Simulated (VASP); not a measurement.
Wanted: the native input for a VASP 6.6.1 run.

| Item | Value |
| --- | --- |
| Task | relaxation of shape and atoms at fixed volume |
| Functional | PBE |
| Potentials or basis | VASP PAW PBE potentials, release 64 (Re) |
| Cutoff | 600 eV |
| k mesh | 18 × 18 × 10 |
| Occupations | gaussian, width 0.1 eV |
| Spin | no spin polarisation |
| Dipole correction | no |
| Further INCAR settings | ALGO = Normal; EDIFF = 1e-06; IBRION = 2; EDIFFG = -0.01; NSW = 50; ISIF = 4 |

The structure of Re lies in POSCAR:

```
Re
1.0
    2.8562678475      0.0000000000      0.0000000000
   -1.4281339237      2.4736005159      0.0000000000
    0.0000000000      0.0000000000      4.6131466465
Re
2
Direct
    0.3333333333      0.6666666667      0.2500000000
    0.6666666667      0.3333333333      0.7500000000
```

These files were run (other wordings do the same):

INCAR

```
ALGO = Normal
EDIFF = 1E-6
EDIFFG = -0.01
ENCUT = 600
GGA = PE
IBRION = 2
ISIF = 4
ISMEAR = 0
LASPH = True
LCHARG = False
LREAL = False
LWAVE = False
NELM = 80
NSW = 50
PREC = Accurate
SIGMA = 0.1
```

KPOINTS

```
k-points
0
Gamma
  18 18 10
```

Potentials or basis: VASP PAW PBE potentials, release 64 (Re).

Run with:

```sh
$ cat potpaw_PBE.64/Re/POTCAR > POTCAR
$ mpirun -np 1 vasp_std > vasp.out
```

It gave:

| Item | Value |
| --- | --- |
| Energy gained by relaxing | 0.0 meV/atom |
| Ionic steps | 3 |
| Pressure after relaxing | -26.6 GPa |
| Band gap on the k mesh | zero (bands 7 and 8 overlap by 2.67 eV) |

Caveat: spin-orbit coupling is left out, which moves the levels of the heavy elements.

It took 120 s on 1 thread of Intel(R) Xeon(R) Platinum 8259CL CPU @ 2.50GHz (Skylake/Cascade Lake), with other jobs on the host, peak memory 0.23 GiB.
